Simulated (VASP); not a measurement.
# Co (P6/mmm) in VASP: notebook

Co is run at these levels: r2SCAN; tasks: single point.

Program: VASP 6.6.1. These are calculated values, not measurements. Logs are shortened: lines on timing, memory, paths and dates and some standing lists are left out, and cuts for length are marked.

### Step 1. The cell of the first run

Symmetry: P6/mmm, No. 191, hexagonal system. Conventional cell: a = 3.939 Å, b = 3.939 Å, c = 2.410 Å, α = 90.00°, β = 90.00°, γ = 120.00°. Co (site symmetry 6/mmm) has 14 Co at 2.41 to 2.57 Å within 3.2 Å. Within 3.0 Å of Co (site symmetry -6m2) lie 11 Co at 2.27 to 2.57 Å.

This isn't the form of Co at room conditions, which is hcp.

### Step 2. Single point, r2SCAN, collinear spin, ferromagnetic start

Input file POSCAR:

```
Co
1.0
    3.9389848706      0.0000000000      0.0000000000
   -1.9694924353      3.4112609630      0.0000000000
    0.0000000000      0.0000000000      2.4099015541
Co
3
Direct
    0.0000000000      0.0000000000      0.0000000000
    0.3333333333      0.6666666667      0.5000000000
    0.6666666667      0.3333333333      0.5000000000
```

Input file INCAR.step1:

```
PREC = Accurate
ENCUT = 520
ISMEAR = -1
SIGMA = 0.05
LREAL = False
LASPH = True
NELM = 150
ISPIN = 2
MAGMOM = 1.7 1.7 1.7
LMAXMIX = 4
NBANDS = 24
GGA = PE
ALGO = Normal
EDIFF = 1E-4
LWAVE = True
LCHARG = False
```

Input file INCAR.step2:

```
PREC = Accurate
ENCUT = 520
EDIFF = 1E-6
ISMEAR = -1
SIGMA = 0.05
LREAL = False
LASPH = True
NELM = 150
ALGO = Normal
ISIF = 2
LWAVE = False
LCHARG = False
ISPIN = 2
MAGMOM = 1.7 1.7 1.7
LORBIT = 11
LMAXMIX = 4
METAGGA = R2SCAN
LMIXTAU = True
NBANDS = 24
ISTART = 1
```

Input file KPOINTS:

```
Automatic mesh
0
Gamma
  9 9 13
```

Potentials or basis: VASP PAW PBE potentials, release 64 (Co).

Run with:

```sh
$ cat potpaw_PBE.64/Co/POTCAR > POTCAR
$ cp INCAR.step1 INCAR
$ mpirun -np 1 vasp_std > vasp.out
$ cp INCAR.step2 INCAR
$ mpirun -np 1 vasp_std > vasp.out
```

OUTCAR:

```text
PREC = Accurate
   ENCUT = 520
   EDIFF = 1E-6
   ISMEAR = -1
   LREAL = False
   LASPH = True
   NELM = 150
   ISIF = 2
   ISPIN = 2
   LORBIT = 11
   METAGGA = R2SCAN
   ISTART = 1

 ion  position               nearest neighbor table
   1  0.000  0.000  0.000-   2 2.57   3 2.57   2 2.57   3 2.57   2 2.57   2 2.57   3 2.57   3 2.57
                             3 2.57   3 2.57   2 2.57   2 2.57
   2  0.333  0.667  0.500-   3 2.27   3 2.27   3 2.27   1 2.57   1 2.57   1 2.57   1 2.57   1 2.57
                             1 2.57
   3  0.667  0.333  0.500-   2 2.27   2 2.27   2 2.27   1 2.57   1 2.57   1 2.57   1 2.57   1 2.57
                             1 2.57

  LATTYP: Found a hexagonal cell.
 ALAT       =     3.9389848706
 C/A-ratio  =     0.6118077711

  Lattice vectors:

 A1 = (   3.9389848706,   0.0000000000,   0.0000000000)
 A2 = (  -1.9694924353,   3.4112609630,   0.0000000000)
 A3 = (   0.0000000000,   0.0000000000,   2.4099015541)

Analysis of symmetry for initial positions (statically):
=====================================================================
 Subroutine PRICEL returns:
 Original cell was already a primitive cell.

 Routine SETGRP: Setting up the symmetry group for a
 hexagonal supercell.

 Subroutine GETGRP returns: Found 24 space group operations
 (whereof 24 operations were pure point group operations)
 out of a pool of 24 trial point group operations.

The static configuration has the point symmetry D_6h.

Analysis of symmetry for dynamics (positions and initial velocities):
=====================================================================
 Subroutine PRICEL returns:
 Original cell was already a primitive cell.

 Routine SETGRP: Setting up the symmetry group for a
 hexagonal supercell.

 Subroutine GETGRP returns: Found 24 space group operations
 (whereof 24 operations were pure point group operations)
 out of a pool of 24 trial point group operations.

The dynamic configuration has the point symmetry D_6h.

Analysis of structural, dynamic, and magnetic symmetry:
=====================================================================
 Subroutine PRICEL returns:
 Original cell was already a primitive cell.

 Routine SETGRP: Setting up the symmetry group for a
 hexagonal supercell.

 Subroutine GETGRP returns: Found 24 space group operations
 (whereof 24 operations were pure point group operations)
 out of a pool of 24 trial point group operations.

The overall configuration has the point symmetry D_6h.

 Subroutine INISYM returns: Found 24 space group operations
 (whereof 24 operations are pure point group operations),
 and found     1 'primitive' translations

----------------------------------------------------------------------------------------

                                     Primitive cell

  volume of cell :      32.3816

  direct lattice vectors                    reciprocal lattice vectors
     3.938984871  0.000000000  0.000000000     0.253872516  0.146573366  0.000000000
    -1.969492435  3.411260963  0.000000000     0.000000000  0.293146731  0.000000000
     0.000000000  0.000000000  2.409901554     0.000000000  0.000000000  0.414954710

  length of vectors
     3.938984871  3.938984871  2.409901554     0.293146731  0.293146731  0.414954710

  position of ions in fractional coordinates (direct lattice)
     0.000000000  0.000000000  0.000000000
     0.333333333  0.666666667  0.500000000
     0.666666667  0.333333333  0.500000000

  ion indices of the primitive-cell ions
   primitive index   ion index
                 1           1
                 2           2
                 3           3

----------------------------------------------------------------------------------------

 KPOINTS: Automatic mesh

Automatic generation of k-mesh.
 Grid dimensions read from file:
 generate k-points for:    9    9   13

 Generating k-lattice:

  Cartesian coordinates                     Fractional coordinates (reciprocal lattice)
     0.028208057  0.016285930  0.000000000     0.111111111  0.000000000  0.000000000
     0.000000000  0.032571859  0.000000000     0.000000000  0.111111111  0.000000000
     0.000000000  0.000000000  0.031919593     0.000000000  0.000000000  0.076923077

  Length of vectors
     0.032571859  0.032571859  0.031919593

  Shift w.r.t. Gamma in fractional coordinates (k-lattice)
     0.000000000  0.000000000  0.000000000

 Subroutine IBZKPT returns following result:
 ===========================================

 Found     84 irreducible k-points:

 Following reciprocal coordinates:
            Coordinates               Weight
  0.000000  0.000000  0.000000      1.000000
  0.111111 -0.000000  0.000000      6.000000
  0.222222 -0.000000  0.000000      6.000000
  0.333333  0.000000  0.000000      6.000000
  0.444444 -0.000000  0.000000      6.000000
  0.111111  0.111111  0.000000      6.000000
[... 16 lines left out ...]
  0.333333  0.222222  0.076923     24.000000
  0.333333  0.333333  0.076923      4.000000
 [... further k-points ...]
   k-points           NKPTS =     84   k-points in BZ     NKDIM =     84   number of bands    NBANDS=     24
   number of dos      NEDOS =    301   number of ions     NIONS =      3
   total plane-waves  NPLWV =  16200
   dimension x,y,z NGX =    30 NGY =   30 NGZ =   18
   dimension x,y,z NGXF=    60 NGYF=   60 NGZF=   36
   ions per type =               3
   NGX,Y,Z   is equivalent  to a cutoff of  12.66, 12.66, 12.42 a.u.
   NGXF,Y,Z  is equivalent  to a cutoff of  25.32, 25.32, 24.83 a.u.
 SYSTEM =  unknown system
   PREC   = accura    normal or accurate (medium, high low for compatibility)
   ISTART =      1    job   : 0-new  1-cont  2-samecut
   ICHARG =      0    charge: 1-file 2-atom 10-const
   ISPIN  =      2    spin polarized calculation?
   LNONCOLLINEAR =      F non collinear calculations
   LSORBIT =      F    spin-orbit coupling
   LASPH  =      T    aspherical Exc in radial PAW
   ENCUT  =  520.0 eV  38.22 Ry    6.18 a.u.   7.32  7.32  4.48*2*pi/ulx,y,z
   NELM   =    150;   NELMIN=  2; NELMDL=  0     # of ELM steps
   EDIFF  = 0.1E-05   stopping-criterion for ELM
   LREAL  =      F    real-space projection
   EDIFFG = 0.1E-04   stopping-criterion for IOM
   NSW    =      0    number of steps for IOM
   IBRION =     -1    ionic relax: 0-MD 1-quasi-New 2-CG
   NFREE  =      0    steps in history (QN), initial steepest desc. (CG)
   ISIF   =      2    stress and relaxation
   ISYM   =      2    0-nonsym 1-usesym 2-fastsym
   POTIM  = 0.5000    time-step for ionic-motion
   TEBEG  =    0.0;   TEEND  =   0.0 temperature during run
   PSTRESS=    0.0 pullay stress
   NELECT =      27.0000    total number of electrons
   NUPDOWN=      -1.0000    fix difference up-down
   EMIN   =  10.00;   EMAX   =-10.00  energy-range for DOS
   EFERMI =   0.00;   METHOD = LEGACY
   ISMEAR =    -1;   SIGMA  =   0.05  broadening in eV -4-tet -1-fermi 0-gaus
   EFERMI_NEDOS =   21; number of points for ismear=-14 and -15
   IALGO  =     38    algorithm
   IMIX   =      4    mixing-type and parameters
     AMIX     =   0.40;   BMIX     =  1.00
     AMIX_MAG =   1.60;   BMIX_MAG =  1.00
  volume/ion in A,a.u.               =      10.79        72.84
  Fermi-wavevector in a.u.,A,eV,Ry     =   1.540860  2.911804 32.303634  2.374250
  Thomas-Fermi vector in A             =   2.646888
   LORBIT       =     11    0 simple, 1 ext, 2 COOP (PROOUT), +10 PAW based schemes
   METAGGA = R2SCAN    functional components
   LHFCALC =     F    Hartree Fock is set to
   AEXX    =    0.0000 exact exchange contribution
   IVDW    =     0    specifies the selected vdW correction
   LEPSILON=     F    determine dielectric tensor
   LRPA    =     F    only Hartree local field effects (RPA)
 spin polarized calculation
  energy-cutoff  :      520.00
  volume of cell :       32.38
 maximum number of plane-waves:       903
 NGX is ok and might be reduce to    30
   NGX = 15   NGY = 15   NGZ =  9

 number of electron      27.0000010 magnetization       5.2505109

 Free energy of the ion-electron system (eV)
  ---------------------------------------------------
  ext. energy  EPLUGINS =         0.00000000
  ---------------------------------------------------
  free energy    TOTEN  =       -39.43196979 eV

  energy without entropy =      -39.41371755  energy(sigma->0) =      -39.42284367

 E-fermi :  10.4957     XC(G=0): -14.6937

 val. band max:       10.4815475817   @ k =   0.3333   0.3333   0.2308
 cond. band min:      10.4967392178   @ k =   0.0000   0.0000   0.4615
 fundamental gap:      0.0151916361
 Fermi energy:        10.4956874704

 spin component 1

 k-point     1 :       0.0000    0.0000    0.0000
  band No.  band energies     occupation
      1       1.0240      1.00000
      2       5.0512      1.00000
      3       6.3514      1.00000
      4       6.3515      1.00000
      5       6.3896      1.00000
      6       6.3896      1.00000
[... 16 lines left out ...]
     23      27.4166      0.00000
     24      34.0550      0.00000
[... 598 lines left out ...]
      2       4.6177      1.00000
      3       4.6177      1.00000
      4       6.2186      1.00000
      5       6.2187      1.00000
      6       6.5796      1.00000
[... 16 lines left out ...]
     23      30.5037      0.00000
     24      30.5869      0.00000

 [... further k-points ...]

 spin component 2

 k-point     1 :       0.0000    0.0000    0.0000
  band No.  band energies     occupation
      1       0.4755      1.00000
      2       6.5914      1.00000
      3       7.8454      1.00000
      4       7.8454      1.00000
      5       7.8913      1.00000
      6       7.8913      1.00000
[... 16 lines left out ...]
     23      27.8640      0.00000
     24      34.6730      0.00000
[... 598 lines left out ...]
      2       4.7766      1.00000
      3       4.7766      1.00000
      4       8.1100      1.00000
      5       8.1100      1.00000
      6       8.2340      1.00000
[... 16 lines left out ...]
     23      30.8927      0.00000
     24      31.0930      0.00000

 [... further k-points ...]
[... 5 lines left out ...]
  --------------------------------------------------------------------------------------
  -------------------------------------------------------------------------------------
  Total       -0.0678932     -0.0678932     -0.0435109      0.0000000      0.0000000      0.0000000
  in kB       -3.3592182     -3.3592182     -2.1528325      0.0000000      0.0000000      0.0000000
  external PRESSURE =      -2.9570896 kB  Pullay stress =       0.0000000 kB

 VOLUME and BASIS-vectors are now :
 -----------------------------------------------------------------------------
  energy-cutoff  :      520.00
  volume of cell :       32.38
      direct lattice vectors                 reciprocal lattice vectors
     3.938984871  0.000000000  0.000000000     0.253872516  0.146573366  0.000000000
    -1.969492435  3.411260963  0.000000000     0.000000000  0.293146731  0.000000000
     0.000000000  0.000000000  2.409901554     0.000000000  0.000000000  0.414954710

 POSITION                                       TOTAL-FORCE (eV/Angst)
 -----------------------------------------------------------------------------------
      0.00000      0.00000      0.00000         0.000000      0.000000      0.000000
     -0.00000      2.27417      1.20495         0.000000      0.000000     -0.000000
      1.96949      1.13709      1.20495        -0.000000     -0.000000      0.000000
 -----------------------------------------------------------------------------------
    total drift:                               -0.000000      0.000000      0.000000

  FREE ENERGIE OF THE ION-ELECTRON SYSTEM (eV)
  ---------------------------------------------------
  free  energy   TOTEN  =       -39.4319697931 eV

  energy  without entropy=      -39.4137175485  energy(sigma->0) =      -39.42284367

 total charge

# of ion       s       p       d       tot
------------------------------------------
    1        0.493   0.543   7.235   8.272
    2        0.527   0.573   7.253   8.352
    3        0.527   0.573   7.253   8.352
--------------------------------------------------
tot          1.546   1.690  21.741  24.976

 magnetization (x)

# of ion       s       p       d       tot
------------------------------------------
    1       -0.007  -0.081   1.842   1.754
    2       -0.007  -0.075   1.921   1.839
    3       -0.007  -0.075   1.921   1.839
--------------------------------------------------
tot         -0.021  -0.231   5.683   5.431
```

Wall time 4.7 min (1 thread of AMD EPYC 9R45 (Zen 5), shared host); peak memory 0.19 GiB.

Results:

- Free energy: -39.4320 eV
- Pressure: -0.3 GPa
- Net moment: 5.25 μB per cell
- Site moments: Co +1.75, +1.84 (each value once) μB
- Valence electrons inside the program's atomic spheres: Co 8.27, 8.35 (each value once)

Levels at points of the mesh, in eV from the Fermi level:
Spin up:
```csv
k point,band 12,band 13,band 14,band 15,band 16,band 17,band 18,band 19,band 20,band 21
"(0.00, 0.00, 0.00)",-2.94,-2.64,-2.64,-1.49,-1.49,6.29,6.29,6.29,6.29,9.18
```
Spin down:
```tsv
k point	band 8	band 9	band 10	band 11	band 12	band 13	band 14	band 15
(0.00, 0.00, 0.00)	-1.33	-0.65	-0.65	0.11	0.11	0.19	0.19	1.65
```

Caveat: the PAW data sets were made with another functional, which shifts forces and pressure a little.

(Part 1 of 2 ends here.)
